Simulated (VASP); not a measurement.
# ZnH5 (P6/mmm) in VASP: notebook, part 2 of 2

VASP 6.6.1.

**4. Single point, PBE**

This run uses another cell than the first one, of 5.12 Å³/atom.

The input, INCAR:

```
PREC     = Accurate       # precision mode
ENCUT    = 520            # plane-wave cutoff, eV
EDIFF    = 1E-6           # SCF threshold, eV
ISMEAR   = 0              # smearing method
SIGMA    = 0.1            # smearing width, eV
LREAL    = False          # projectors in reciprocal space
LASPH    = True           # aspherical terms in the spheres
NELM     = 100            # most SCF steps
ALGO     = Normal         # electronic algorithm
ISIF     = 2              # what is computed and relaxed
LWAVE    = False          # write WAVECAR
LCHARG   = False          # write CHGCAR
GGA      = PE             # functional
NBANDS   = 18             # bands
```

The input, KPOINTS:

```
regular mesh
0
Gamma
  12 12 14
```

The input, POSCAR:

```
ZnH5
1.0
    3.7588962590      0.0000000000      0.0000000000
   -1.8794481295      3.2552996505      0.0000000000
    0.0000000000      0.0000000000      2.5119209352
Zn H
1 5
Direct
    0.0000000000      0.0000000000      0.0000000000
    0.5000000000      0.0000000000      0.5000000000
    0.5000000000      0.5000000000      0.5000000000
    0.0000000000      0.5000000000      0.5000000000
    0.3333333333      0.6666666667      0.0000000000
    0.6666666667      0.3333333333      0.0000000000
```

Potentials or basis: VASP PAW PBE potentials, release 64 (Zn, H).

Run with:

```console
cat potpaw_PBE.64/Zn/POTCAR potpaw_PBE.64/H/POTCAR > POTCAR
mpirun -np 1 vasp_std > vasp.out
```

OUTCAR:

```text
PREC = Accurate
   ENCUT = 520
   EDIFF = 1E-6
   ISMEAR = 0
   LREAL = False
   LASPH = True
   NELM = 100
   ISIF = 2
   GGA = PE

 ion  position               nearest neighbor table
   1  0.000  0.000  0.000-
   2  0.500  0.000  0.500-
   3  0.500  0.500  0.500-
   4  0.000  0.500  0.500-
   5  0.333  0.667  0.000-
   6  0.667  0.333  0.000-

  LATTYP: Found a hexagonal cell.
 ALAT       =     3.7588962590
 C/A-ratio  =     0.6682602451

  Lattice vectors:

 A1 = (   3.7588962590,   0.0000000000,   0.0000000000)
 A2 = (  -1.8794481295,   3.2552996505,   0.0000000000)
 A3 = (   0.0000000000,   0.0000000000,   2.5119209352)

Analysis of symmetry for initial positions (statically):
=====================================================================
 Subroutine PRICEL returns:
 Original cell was already a primitive cell.

 Routine SETGRP: Setting up the symmetry group for a
 hexagonal supercell.

 Subroutine GETGRP returns: Found 24 space group operations
 (whereof 24 operations were pure point group operations)
 out of a pool of 24 trial point group operations.

The static configuration has the point symmetry D_6h.

Analysis of symmetry for dynamics (positions and initial velocities):
=====================================================================
 Subroutine PRICEL returns:
 Original cell was already a primitive cell.

 Routine SETGRP: Setting up the symmetry group for a
 hexagonal supercell.

 Subroutine GETGRP returns: Found 24 space group operations
 (whereof 24 operations were pure point group operations)
 out of a pool of 24 trial point group operations.

The dynamic configuration has the point symmetry D_6h.

 Subroutine INISYM returns: Found 24 space group operations
 (whereof 24 operations are pure point group operations),
 and found     1 'primitive' translations

[... 123 lines left out ...]
  volume/ion in A,a.u.               =       5.12        34.57
  Fermi-wavevector in a.u.,A,eV,Ry     =   1.343813  2.539438 24.569841  1.805832
  Thomas-Fermi vector in A             =   2.471856
   LORBIT       =      0    0 simple, 1 ext, 2 COOP (PROOUT), +10 PAW based schemes
   GGA     = PE    functional components
   LHFCALC =     F    Hartree Fock is set to
   AEXX    =    0.0000 exact exchange contribution
   IVDW    =     0    specifies the selected vdW correction
   LEPSILON=     F    determine dielectric tensor
   LRPA    =     F    only Hartree local field effects (RPA)
 non-spin polarized calculation
 Gauss-broadening in eV      SIGMA  =   0.10
  energy-cutoff  :      520.00
  volume of cell :       30.74
 maximum number of plane-waves:       839
 NGX is ok and might be reduce to    28
   NGX = 13   NGY = 13   NGZ =  9

 number of electron      17.0000028 magnetization

 Free energy of the ion-electron system (eV)
  ---------------------------------------------------
  ext. energy  EPLUGINS =         0.00000000
  ---------------------------------------------------
  free energy    TOTEN  =       -11.74614957 eV

  energy without entropy =      -11.74089201  energy(sigma->0) =      -11.74352079

 E-fermi :   2.7106     XC(G=0): -11.2581

 val. band max:        2.6902525052   @ k =   0.5000  -0.0000   0.3571
 cond. band min:       2.7200002085   @ k =   0.3333   0.0833   0.1429
 fundamental gap:      0.0297477032
 Fermi energy:         2.7106290500

 k-point     1 :       0.0000    0.0000    0.0000
  band No.  band energies     occupation
      1     -10.8008      2.00000
      2      -5.4745      2.00000
      3      -4.9408      2.00000
      4      -4.9408      2.00000
      5      -4.2801      2.00000
      6      -4.2801      2.00000
[... 481 lines left out ...]
      5      -4.3370      2.00000
      6      -4.3316      2.00000
[... 10 lines left out ...]
     17      21.7669      0.00000
     18      22.9561      0.00000

 [... further k-points ...]

------------------------ aborting loop because EDIFF is reached ----------------------------------------

  FORCE on cell =-STRESS in cart. coord.  units (eV):
  Direction    XX          YY          ZZ          XY          YZ          ZX
  --------------------------------------------------------------------------------------
  -------------------------------------------------------------------------------------
  Total        0.0035450      0.0035450     -0.0037151      0.0000000     -0.0000000      0.0000000
  in kB        0.1847839      0.1847839     -0.1936504      0.0000000     -0.0000000      0.0000000
  external PRESSURE =       0.0586391 kB  Pullay stress =       0.0000000 kB

 VOLUME and BASIS-vectors are now :
 -----------------------------------------------------------------------------
  energy-cutoff  :      520.00
  volume of cell :       30.74
      direct lattice vectors                 reciprocal lattice vectors
     3.758896259  0.000000000  0.000000000     0.266035541  0.153595691  0.000000000
    -1.879448130  3.255299651  0.000000000     0.000000000  0.307191382  0.000000000
     0.000000000  0.000000000  2.511920935     0.000000000  0.000000000  0.398101702

 POSITION                                       TOTAL-FORCE (eV/Angst)
 -----------------------------------------------------------------------------------
      0.00000      0.00000      0.00000         0.000000      0.000000     -0.000000
      1.87945      0.00000      1.25596         0.000000      0.000000     -0.000000
      0.93972      1.62765      1.25596         0.000000      0.000000     -0.000000
     -0.93972      1.62765      1.25596         0.000000      0.000000     -0.000000
     -0.00000      2.17020      0.00000         0.000000      0.000000     -0.000000
      1.87945      1.08510      0.00000        -0.000000      0.000000      0.000000
 -----------------------------------------------------------------------------------
    total drift:                               -0.000000      0.000000      0.000000

  FREE ENERGIE OF THE ION-ELECTRON SYSTEM (eV)
  ---------------------------------------------------
  free  energy   TOTEN  =       -11.7461495732 eV

  energy  without entropy=      -11.7408920135  energy(sigma->0) =      -11.74352079
```

OSZICAR:

```text
N       E                     dE             d eps       ncg     rms          rms(c)
DAV:   1     0.650954563504E+02    0.65095E+02   -0.76603E+03  5584   0.116E+03
DAV:   2    -0.844507391782E+01   -0.73541E+02   -0.66512E+02  5822   0.230E+02
DAV:   3    -0.122374827790E+02   -0.37924E+01   -0.37144E+01  6448   0.492E+01
DAV:   4    -0.122601619429E+02   -0.22679E-01   -0.22661E-01  6316   0.340E+00
DAV:   5    -0.122601809781E+02   -0.19035E-04   -0.19035E-04  6236   0.111E-01    0.500E+00
DAV:   6    -0.118043329823E+02    0.45585E+00   -0.88121E-01  6842   0.310E+01    0.447E+00
DAV:   7    -0.117556674986E+02    0.48665E-01   -0.16585E-01  6684   0.664E+00    0.199E+00
DAV:   8    -0.117463698554E+02    0.92976E-02   -0.16214E-02  7316   0.157E+00    0.454E-01
DAV:   9    -0.117462331884E+02    0.13667E-03   -0.23994E-03  7036   0.864E-01    0.674E-02
DAV:  10    -0.117461496242E+02    0.83564E-04   -0.49556E-04  6752   0.392E-01    0.239E-02
DAV:  11    -0.117461508287E+02   -0.12045E-05   -0.27716E-05  6200   0.480E-02    0.129E-02
DAV:  12    -0.117461494802E+02    0.13485E-05   -0.25058E-06  6374   0.450E-02    0.118E-03
DAV:  13    -0.117461495732E+02   -0.93031E-07   -0.91169E-07  3658   0.686E-03
   1 F= -.11746150E+02 E0= -.11743521E+02  d E =-.525756E-02
```

stdout:

```text
POSCAR found type information on POSCAR ZnH
 POSCAR found :  2 types and       6 ions
 scaLAPACK will be used
 LDA part: xc-table for (Slater+PW92), standard interpolation
 POSCAR, INCAR and KPOINTS ok, starting setup
 FFT: planning ... GRIDC
 FFT: planning ... GRID_SOFT
 FFT: planning ... GRID
 WAVECAR not read
 entering main loop
```

It took 63 s on 1 thread of Intel Xeon 8259CL, shared host; peak memory 0.2 GiB.

What came out:

* Free energy: -11.7461 eV
* Pressure: 0.0 GPa
* Band gap on the k mesh: zero (an odd number of electrons rules out a gap without spin polarisation)

**5. Relaxation of cell and atoms, PBE**

The input, INCAR:

```
SYSTEM = ZnH5
PREC     = Accurate       ! precision mode
ENCUT    = 600            ! plane-wave cutoff, eV
EDIFF    = 1E-7           ! SCF threshold, eV
ISMEAR   = 0              ! smearing method
SIGMA    = 0.1            ! smearing width, eV
LREAL    = .FALSE.        ! projectors in reciprocal space
LASPH    = .TRUE.         ! aspherical terms in the spheres
NELM     = 100            ! most SCF steps
ALGO     = Normal         ! electronic algorithm
ISIF     = 3              ! what is computed and relaxed
LWAVE    = .FALSE.        ! write WAVECAR
LCHARG   = .FALSE.        ! write CHGCAR
GGA      = PE             ! functional
IBRION   = 2              ! ionic algorithm
NSW      = 100            ! ionic steps
EDIFFG   = -0.01          ! ionic threshold
```

The input, KPOINTS:

```
Automatic mesh
0
G
  12 12 14
  0 0 0
```

Edit POSCAR of step 4 so:

```diff
@@ -2,5 +2,5 @@
 1.0
-    3.7588962590      0.0000000000      0.0000000000
-   -1.8794481295      3.2552996505      0.0000000000
-    0.0000000000      0.0000000000      2.5119209352
+    3.7108582895      0.0000000000      0.0000000000
+   -1.8554291448      3.2136975486      0.0000000000
+    0.0000000000      0.0000000000      2.5646360414
 Zn H
```

Run with:

```console
cat potpaw_PBE.64/Zn/POTCAR potpaw_PBE.64/H/POTCAR > POTCAR
mpirun -np 1 vasp_std > vasp.out
```

Run time: 3.5 min. Hardware: 1 thread of Intel Xeon 8259CL, shared host; peak memory 0.21 GiB.

The run converged. Its results:

```
Free energy                           : -11.7464 eV
Relaxed volume                        : 5.14 Å³/atom
Relaxed cell                          : a = 3.765 Å, b = 3.765 Å, c = 2.514 Å, α = 90.00°, β = 90.00°, γ = 120.00°
Space group after relaxing (to 0.1 Å) : P6/mmm (No. 191)
Energy gained by relaxing             : 1.3 meV/atom
Ionic steps                           : 6
Pressure after relaxing               : -0.2 GPa
Band gap on the k mesh                : zero (an odd number of electrons rules out a gap without spin polarisation)
```

Stress tensor (GPa, compression positive):
```
-0.23  0.00  0.00
 0.00 -0.23  0.00
 0.00  0.00 -0.14
```

The path:
```tsv
step	energy change (eV)	largest force (eV/Å)	pressure (GPa)	volume (Å³)
1	0.0000	0.0000	0.27	30.58
2	-0.0017	0.0000	0.25	30.62
3	-0.0050	0.0000	0.02	30.73
4	-0.0066	0.0000	-0.32	30.93
5	-0.0078	0.0000	-0.18	30.84
6	-0.0078	0.0000	-0.20	30.86
```

Final structure:
```yaml
crystal:
  lattice:
    - [3.76480, 0.00000, 0.00000]
    - [-1.88240, 3.26041, 0.00000]
    - [0.00000, 0.00000, 2.51407]
  atoms:
    - { symbol: Zn, position: [0.00000, 0.00000, 0.00000] }
    - { symbol: H, position: [0.50000, 0.00000, 0.50000] }
    - { symbol: H, position: [0.50000, 0.50000, 0.50000] }
    - { symbol: H, position: [0.00000, 0.50000, 0.50000] }
    - { symbol: H, position: [0.33333, 0.66667, 0.00000] }
    - { symbol: H, position: [0.66667, 0.33333, 0.00000] }
```

Levels at points of the mesh, in eV from the Fermi level:
```
           k point  band 4  band 5  band 6  band 7  band 8  band 9  band 10  band 11  band 12
(0.00, 0.00, 0.00)   -7.64   -6.98   -6.98   -1.65   -0.32   -0.32     2.65     3.06     3.06
(0.50, 0.00, 0.00)   -7.27   -7.01   -6.99   -6.79   -2.94   -1.70     6.57     6.86     9.35
(0.00, 0.00, 0.50)   -7.68   -7.29   -7.29   -5.42    1.02    1.62     1.62     6.40     8.77
(0.50, 0.00, 0.50)   -7.16   -6.90   -4.81   -4.22   -3.91   -2.34     1.29     3.36     3.64
```

**6. Summary**

| task | cell | k mesh | cutoff (eV) | gap on the mesh (eV) | pressure (GPa) |
| --- | --- | --- | --- | --- | --- |
| single point | a = 3.711, b = 3.711, c = 2.565 Å, angles 90.0, 90.0, 120.0°, 6 atoms | 6 × 6 × 6 | 520 | none | -0.2 |
| relaxation of cell and atoms | relaxed from a = 4.340, b = 4.340, c = 3.395 Å, angles 90.0, 90.0, 120.0°, 6 atoms | 6 × 6 × 6 | 600 | none | 0.7 |
| single point | a = 3.759, b = 3.759, c = 2.512 Å, angles 90.0, 90.0, 120.0°, 6 atoms | 12 × 12 × 14 | 520 | none | 0.0 |
| relaxation of cell and atoms | relaxed from a = 3.711, b = 3.711, c = 2.565 Å, angles 90.0, 90.0, 120.0°, 6 atoms | 12 × 12 × 14 | 600 | none | -0.2 |

Alike in all rows: level PBE; potentials or basis VASP PAW PBE potentials, release 64 (Zn, H); no spin polarisation; smearing gaussian 0.1 eV.

Caveats: some runs use coarse meshes; the volume moved by over 15 % at a fixed basis, so the end points are rough (at least some runs).

Total energies depend on the potentials used, so only differences within one code and one set of settings carry meaning.
